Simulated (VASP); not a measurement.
# KF in VASP: a series of runs

Aim: see how the results for KF move with the level of theory and the settings. Levels: PBE, revpbe exchange, lda correlation. Tasks: single point.

Program: VASP 6.6.1. These are calculated values, not measurements. Logs are shortened: lines on timing, memory, paths and dates and some standing lists are left out, and cuts for length are marked.

**1. The cell of the first run**

The structure is cubic, space group Pm-3m (No. 221). Conventional cell: a = 3.281 Å, b = 3.281 Å, c = 3.281 Å, α = 90.00°, β = 90.00°, γ = 90.00°. Within 3.7 Å of K (site symmetry m-3m) lie 8 F at 2.84 Å and 6 K at 3.28 Å. F (site symmetry m-3m) has 8 K at 2.84 Å and 6 F at 3.28 Å within 3.7 Å.

**2. Single point, PBE, non-collinear spin, typed start (17.65 Å³/atom)**

Input file INCAR:

```
SYSTEM = KF
PREC = Accurate ; ENCUT = 520
EDIFF = 1E-6 ; ISMEAR = -1
SIGMA = 0.1 ; LREAL = .False.
LASPH = .True. ; NELM = 150
ALGO = Normal ; ISIF = 2
LWAVE = .False. ; LCHARG = .False.
LNONCOLLINEAR = .True. ; MAGMOM = -0.036 0.113 0.308 0 0 0
LORBIT = 11 ; GGA = PE
NBANDS = 28
```

Input file KPOINTS:

```
regular mesh
0
Gamma
  6 6 6
  0 0 0
```

Input file POSCAR:

```
KF
1.0
    3.2805381124      0.0000000000      0.0000000000
    0.0000000000      3.2805381124      0.0000000000
    0.0000000000      0.0000000000      3.2805381124
K F
1 1
Direct
    0.0000000000      0.0000000000      0.0000000000
    0.5000000000      0.5000000000      0.5000000000
```

Potentials or basis: VASP PAW PBE potentials, release 64 (K_sv, F).

Run with:

```console
$ cat potpaw_PBE.64/K_sv/POTCAR potpaw_PBE.64/F/POTCAR > POTCAR
$ mpirun -np 1 vasp_ncl > vasp.out
```

OUTCAR:

```text
SYSTEM = KF
   PREC = Accurate
   ENCUT = 520
   EDIFF = 1E-6
   ISMEAR = -1
   LREAL = .False.
   LASPH = .True.
   NELM = 150
   ISIF = 2
   LNONCOLLINEAR = .True.
   LORBIT = 11
   GGA = PE

 ion  position               nearest neighbor table
   1  0.000  0.000  0.000-   2 2.84   2 2.84   2 2.84   2 2.84   2 2.84   2 2.84   2 2.84   2 2.84

   2  0.500  0.500  0.500-   1 2.84   1 2.84   1 2.84   1 2.84   1 2.84   1 2.84   1 2.84   1 2.84

  LATTYP: Found a simple cubic cell.
 ALAT       =     3.2805381124

  Lattice vectors:

 A1 = (   3.2805381124,   0.0000000000,   0.0000000000)
 A2 = (   0.0000000000,   3.2805381124,   0.0000000000)
 A3 = (   0.0000000000,   0.0000000000,   3.2805381124)

Analysis of symmetry for initial positions (statically):
=====================================================================
 Subroutine PRICEL returns:
 Original cell was already a primitive cell.

 Routine SETGRP: Setting up the symmetry group for a
 simple cubic supercell.

 Subroutine GETGRP returns: Found 48 space group operations
 (whereof 48 operations were pure point group operations)
 out of a pool of 48 trial point group operations.

The static configuration has the point symmetry O_h .

Analysis of symmetry for dynamics (positions and initial velocities):
=====================================================================
 Subroutine PRICEL returns:
 Original cell was already a primitive cell.

 Routine SETGRP: Setting up the symmetry group for a
 simple cubic supercell.

 Subroutine GETGRP returns: Found 48 space group operations
 (whereof 48 operations were pure point group operations)
 out of a pool of 48 trial point group operations.

The dynamic configuration has the point symmetry O_h .

Analysis of structural, dynamic, and magnetic symmetry:
=====================================================================
 Subroutine PRICEL returns:
 Original cell was already a primitive cell.

 Routine SETGRP: Setting up the symmetry group for a
 simple cubic supercell.

 Subroutine GETGRP returns: Found  2 space group operations
 (whereof  2 operations were pure point group operations)
 out of a pool of 48 trial point group operations.

The overall configuration has the point symmetry S_2 .

 Subroutine INISYM returns: Found  2 space group operations
 (whereof  2 operations are pure point group operations),
 and found     1 'primitive' translations

----------------------------------------------------------------------------------------

                                     Primitive cell

  volume of cell :      35.3049

  direct lattice vectors                    reciprocal lattice vectors
     3.280538112  0.000000000  0.000000000     0.304828039  0.000000000  0.000000000
     0.000000000  3.280538112  0.000000000     0.000000000  0.304828039  0.000000000
     0.000000000  0.000000000  3.280538112     0.000000000  0.000000000  0.304828039

  length of vectors
     3.280538112  3.280538112  3.280538112     0.304828039  0.304828039  0.304828039

  position of ions in fractional coordinates (direct lattice)
     0.000000000  0.000000000  0.000000000
     0.500000000  0.500000000  0.500000000

  ion indices of the primitive-cell ions
   primitive index   ion index
                 1           1
                 2           2

----------------------------------------------------------------------------------------

 KPOINTS: regular mesh

Automatic generation of k-mesh.
 Grid dimensions read from file:
 generate k-points for:    6    6    6

 Generating k-lattice:

  Cartesian coordinates                     Fractional coordinates (reciprocal lattice)
     0.050804673  0.000000000  0.000000000     0.166666667  0.000000000  0.000000000
     0.000000000  0.050804673  0.000000000     0.000000000  0.166666667  0.000000000
     0.000000000  0.000000000  0.050804673     0.000000000  0.000000000  0.166666667

  Length of vectors
     0.050804673  0.050804673  0.050804673

  Shift w.r.t. Gamma in fractional coordinates (k-lattice)
     0.000000000  0.000000000  0.000000000

 Subroutine IBZKPT returns following result:
 ===========================================

 Found    112 irreducible k-points:

 Following reciprocal coordinates:
            Coordinates               Weight
  0.000000  0.000000  0.000000      1.000000
  0.166667  0.000000  0.000000      2.000000
  0.000000  0.166667  0.000000      2.000000
  0.000000  0.000000  0.166667      2.000000
  0.333333  0.000000  0.000000      2.000000
  0.000000  0.333333  0.000000      2.000000
[... 16 lines left out ...]
  0.000000 -0.333333  0.166667      2.000000
 -0.166667  0.000000  0.333333      2.000000
 [... further k-points ...]
   k-points           NKPTS =    112   k-points in BZ     NKDIM =    112   number of bands    NBANDS=     28
   number of dos      NEDOS =    301   number of ions     NIONS =      2
   total plane-waves  NPLWV =  13824
   dimension x,y,z NGX =    24 NGY =   24 NGZ =   24
   dimension x,y,z NGXF=    48 NGYF=   48 NGZF=   48
   ions per type =               1   1
   NGX,Y,Z   is equivalent  to a cutoff of  12.16, 12.16, 12.16 a.u.
   NGXF,Y,Z  is equivalent  to a cutoff of  24.32, 24.32, 24.32 a.u.
 SYSTEM =  KF
   PREC   = accura    normal or accurate (medium, high low for compatibility)
   ISTART =      0    job   : 0-new  1-cont  2-samecut
   ICHARG =      2    charge: 1-file 2-atom 10-const
   ISPIN  =      1    spin polarized calculation?
   LNONCOLLINEAR =      T non collinear calculations
   LSORBIT =      F    spin-orbit coupling
   LASPH  =      T    aspherical Exc in radial PAW
   ENCUT  =  520.0 eV  38.22 Ry    6.18 a.u.   6.10  6.10  6.10*2*pi/ulx,y,z
   NELM   =    150;   NELMIN=  2; NELMDL= -5     # of ELM steps
   EDIFF  = 0.1E-05   stopping-criterion for ELM
   LREAL  =      F    real-space projection
   EDIFFG = 0.1E-04   stopping-criterion for IOM
   NSW    =      0    number of steps for IOM
   IBRION =     -1    ionic relax: 0-MD 1-quasi-New 2-CG
   NFREE  =      0    steps in history (QN), initial steepest desc. (CG)
   ISIF   =      2    stress and relaxation
   ISYM   =      2    0-nonsym 1-usesym 2-fastsym
   POTIM  = 0.5000    time-step for ionic-motion
   TEBEG  =    0.0;   TEEND  =   0.0 temperature during run
   PSTRESS=    0.0 pullay stress
   NELECT =      16.0000    total number of electrons
   NUPDOWN=      -1.0000    fix difference up-down
   EMIN   =  10.00;   EMAX   =-10.00  energy-range for DOS
   EFERMI =   0.00;   METHOD = LEGACY
   ISMEAR =    -1;   SIGMA  =   0.10  broadening in eV -4-tet -1-fermi 0-gaus
   EFERMI_NEDOS =   21; number of points for ismear=-14 and -15
   IALGO  =     38    algorithm
   IMIX   =      4    mixing-type and parameters
     AMIX     =   0.40;   BMIX     =  1.00
     AMIX_MAG =   1.60;   BMIX_MAG =  1.00
  volume/ion in A,a.u.               =      17.65       119.12
  Fermi-wavevector in a.u.,A,eV,Ry     =   1.257486  2.376303 21.514490  1.581270
  Thomas-Fermi vector in A             =   2.391142
   LORBIT       =     11    0 simple, 1 ext, 2 COOP (PROOUT), +10 PAW based schemes
   GGA     = PE    functional components
   LHFCALC =     F    Hartree Fock is set to
   AEXX    =    0.0000 exact exchange contribution
   IVDW    =     0    specifies the selected vdW correction
   LEPSILON=     F    determine dielectric tensor
   LRPA    =     F    only Hartree local field effects (RPA)
  energy-cutoff  :      520.00
  volume of cell :       35.30
 maximum number of plane-waves:      1952
   NGX = 13   NGY = 13   NGZ = 13

 number of electron      15.9999998 magnetization      -0.0000184      0.0000579      0.0001578

 number of electron      15.9999998 magnetization       0.0000057     -0.0000178     -0.0000486

 Free energy of the ion-electron system (eV)
  ---------------------------------------------------
  ext. energy  EPLUGINS =         0.00000000
  ---------------------------------------------------
  free energy    TOTEN  =        -8.09319613 eV

  energy without entropy =       -8.09319613  energy(sigma->0) =       -8.09319613

 E-fermi :   0.1836     XC(G=0):  -8.9289

 val. band max:       -2.0959052186   @ k =   0.0000   0.5000   0.5000
 cond. band min:       4.0271077327   @ k =   0.0000   0.0000   0.0000
 fundamental gap:      6.1230129513
 Fermi energy:         0.1835664907

 k-point     1 :       0.0000    0.0000    0.0000
  band No.  band energies     occupation
      1     -29.1641      1.00000
      2     -29.1641      1.00000
      3     -20.9786      1.00000
      4     -20.9786      1.00000
      5     -12.2189      1.00000
      6     -12.2189      1.00000
[... 20 lines left out ...]
     27      11.5971      0.00000
     28      11.5971      0.00000

 k-point     2 :       0.1667    0.0000    0.0000
  band No.  band energies     occupation
      1     -29.1357      1.00000
      2     -29.1356      1.00000
      3     -20.9834      1.00000
      4     -20.9834      1.00000
      5     -12.3905      1.00000
      6     -12.3905      1.00000
[... 674 lines left out ...]
 k-point    24 :      -0.1667    0.0000    0.3333
  band No.  band energies     occupation
      1     -29.0528      1.00000
      2     -29.0528      1.00000
      3     -20.9760      1.00000
      4     -20.9760      1.00000
      5     -12.7248      1.00000
      6     -12.7247      1.00000
[... 20 lines left out ...]
     27      11.2060      0.00000
     28      11.2061      0.00000

 [... further k-points ...]
[... 5 lines left out ...]
  --------------------------------------------------------------------------------------
  -------------------------------------------------------------------------------------
  Total       -0.1391319     -0.1391317     -0.1391282      0.0000004      0.0000005     -0.0000004
  in kB       -6.3139640     -6.3139536     -6.3137956      0.0000161      0.0000225     -0.0000181
  external PRESSURE =      -6.3139044 kB  Pullay stress =       0.0000000 kB

 VOLUME and BASIS-vectors are now :
 -----------------------------------------------------------------------------
  energy-cutoff  :      520.00
  volume of cell :       35.30
      direct lattice vectors                 reciprocal lattice vectors
     3.280538112  0.000000000  0.000000000     0.304828039  0.000000000  0.000000000
     0.000000000  3.280538112  0.000000000     0.000000000  0.304828039  0.000000000
     0.000000000  0.000000000  3.280538112     0.000000000  0.000000000  0.304828039

 POSITION                                       TOTAL-FORCE (eV/Angst)
 -----------------------------------------------------------------------------------
      0.00000      0.00000      0.00000         0.000000      0.000000      0.000000
      1.64027      1.64027      1.64027         0.000000      0.000000      0.000000
 -----------------------------------------------------------------------------------
    total drift:                                0.000000     -0.000000     -0.000000

  FREE ENERGIE OF THE ION-ELECTRON SYSTEM (eV)
  ---------------------------------------------------
  free  energy   TOTEN  =        -8.0931961324 eV

  energy  without entropy=       -8.0931961322  energy(sigma->0) =       -8.09319613

 total charge

# of ion       s       p       d       tot
------------------------------------------
    1        1.956   5.587   0.028   7.571
    2        1.730   4.341   0.000   6.071
--------------------------------------------------
tot          3.686   9.928   0.028  13.642

 magnetization (x)

# of ion       s       p       d       tot
------------------------------------------
    1        0.000   0.000  -0.000   0.000
    2       -0.000  -0.000   0.000  -0.000
--------------------------------------------------
tot          0.000   0.000  -0.000   0.000

 magnetization (y)

# of ion       s       p       d       tot
------------------------------------------
    1       -0.000  -0.000   0.000  -0.000
    2        0.000  -0.000   0.000  -0.000
--------------------------------------------------
tot         -0.000  -0.000   0.000  -0.000

 magnetization (z)

# of ion       s       p       d       tot
------------------------------------------
    1       -0.000  -0.000   0.000  -0.000
    2        0.000  -0.000   0.000  -0.000
--------------------------------------------------
tot         -0.000  -0.000   0.000  -0.000
```

Wall time 1.7 min (1 thread of Intel Xeon Platinum 8259CL at 2.50GHz (Skylake/Cascade Lake), shared host); peak memory 0.3 GiB.

Results:

```
Free energy                                           : -8.0932 eV
Pressure                                              : -0.6 GPa
Band gap on the k mesh                                : 6.12 eV (least direct gap 6.18 eV)
Net moment                                            : 0.00 μB per cell
Valence electrons inside the program's atomic spheres : K 7.57; F 6.07
```

Moments on the atoms (μB; x, y, z):
```
K   0.00 0.00 0.00
F   0.00 0.00 0.00
```

**3. Single point, revpbe exchange, lda correlation**

This run uses another cell than the first one, of 17.31 Å³/atom.

Input file INCAR:

```
SYSTEM = KF
PREC     = Accurate       ! precision mode
ENCUT    = 600            ! plane-wave cutoff, eV
EDIFF    = 1E-6           ! SCF threshold, eV
ISMEAR   = -1             ! smearing method
SIGMA    = 0.1            ! smearing width, eV
LREAL    = .FALSE.        ! projectors in reciprocal space
LASPH    = .TRUE.         ! aspherical terms in the spheres
NELM     = 120            ! most SCF steps
ALGO     = Normal         ! electronic algorithm
ISIF     = 2              ! what is computed and relaxed
LWAVE    = .FALSE.        ! write WAVECAR
LCHARG   = .FALSE.        ! write CHGCAR
GGA      = LIBXC          ! functional
LIBXC1   = GGA_X_PBE_R  
LIBXC2   = LDA_C_PW     
NBANDS   = 15             ! bands
GGA_COMPAT= .FALSE.
```

Input file KPOINTS:

```
Automatic mesh
0
G
  6 6 6
  0 0 0
```

Input file POSCAR:

```
KF
1.0
    3.2589550000      0.0000000000      0.0000000000
    0.0000000000      3.2589550000      0.0000000000
    0.0000000000      0.0000000000      3.2589550000
K F
1 1
Direct
    0.0069306713      0.0086583784     -0.0037265952
    0.5060713287      0.5074346216      0.4972155952
```

Potentials or basis: VASP PAW PBE potentials, release 64 (K_sv, F).

Run with:

```console
$ cat potpaw_PBE.64/K_sv/POTCAR potpaw_PBE.64/F/POTCAR > POTCAR
$ mpirun -np 1 vasp_std > vasp.out
```

Run time: 50 s. Hardware: 1 thread of AMD EPYC 7R13 (Zen 3), shared host; peak memory 0.17 GiB.

It converged, with:

```
Free energy            : -7.4518 eV
Pressure               : 5.7 GPa
Largest force          : 0.006 eV/Å
Band gap on the k mesh : 6.85 eV (least direct gap 6.90 eV)
```

Forces on the atoms (eV/Å):
```
K   -0.003 -0.004  0.003
F    0.003  0.004 -0.003
```

Levels at points of the mesh, in eV from the valence-band top:
| k point | band 6 | band 7 | band 8 | band 9 | band 10 | band 11 |
| --- | --- | --- | --- | --- | --- | --- |
| (0.00, 0.00, 0.00) | -0.05 | -0.05 | -0.05 | 6.85 | 8.60 | 8.60 |
| (0.50, 0.00, 0.00) | -1.12 | -0.15 | -0.15 | 9.49 | 9.73 | 11.45 |
| (0.00, 0.50, 0.00) | -1.12 | -0.15 | -0.15 | 9.49 | 9.73 | 11.45 |
| (0.00, 0.00, 0.50) | -1.12 | -0.15 | -0.15 | 9.49 | 9.73 | 11.45 |
| (0.50, 0.50, 0.00) | -0.58 | -0.58 | 0.00 | 8.79 | 9.30 | 11.94 |
| (0.00, 0.50, 0.50) | -0.58 | -0.58 | 0.00 | 8.79 | 9.30 | 11.94 |
| (0.50, 0.00, 0.50) | -0.58 | -0.58 | 0.00 | 8.79 | 9.30 | 11.94 |
| (0.50, 0.50, 0.50) | -0.96 | -0.96 | -0.96 | 10.64 | 10.64 | 10.64 |

Caveat: the cell stands under pressure; the PAW data sets were made with another functional, which shifts forces and pressure a little. A k mesh can miss the band edges.
